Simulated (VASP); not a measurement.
FeO:

```
CELL_PARAMETERS angstrom
0.00000 4.31080 4.31080
2.15540 0.00000 2.15540
2.15540 2.15540 0.00000
ATOMIC_POSITIONS crystal
Fe 0.00000 0.00000 0.00000
Fe 0.50000 0.00000 0.00000
O 0.25000 0.50000 0.50000
O 0.75000 0.50000 0.50000
```

Base run:

```yaml
Program: VASP 6.6.1
Functional: PBE
Potentials_or_basis: VASP PAW PBE potentials, release 64 (Fe, O)
Cutoff: 520 eV
k_mesh: 5 × 10 × 10
Occupations: fermi-dirac, width 0.05 eV
Spin: collinear spin, antiferromagnetic start
Starting_moments: "[4.0, -4.0, 0.0, 0.0] μB"
```

Its results: band gap on the k mesh zero (filled and empty bands overlap); pressure -1.7 GPa; net moment 0.00 μB per cell; site moments Fe +3.43, -3.43; O +0.00 μB.

The run is repeated on the same cell with these changes: functional from PBE to r2SCAN; further incar settings from ALGO = Normal; EDIFF = 1e-06; NBANDS = 26 to ALGO = Normal; EDIFF = 1e-07; NBANDS = 26. What comes out?

Band gap on the k mesh zero (filled and empty bands overlap); pressure -4.9 GPa; net moment 0.00 μB per cell; site moments Fe +3.57, -3.57; O +0.00 μB.

Caveats: semilocal functionals often make such compounds metallic where correlation or magnetic order opens a gap, which also shifts bond lengths; the PAW data sets were made with another functional, which shifts forces and pressure a little (some runs).
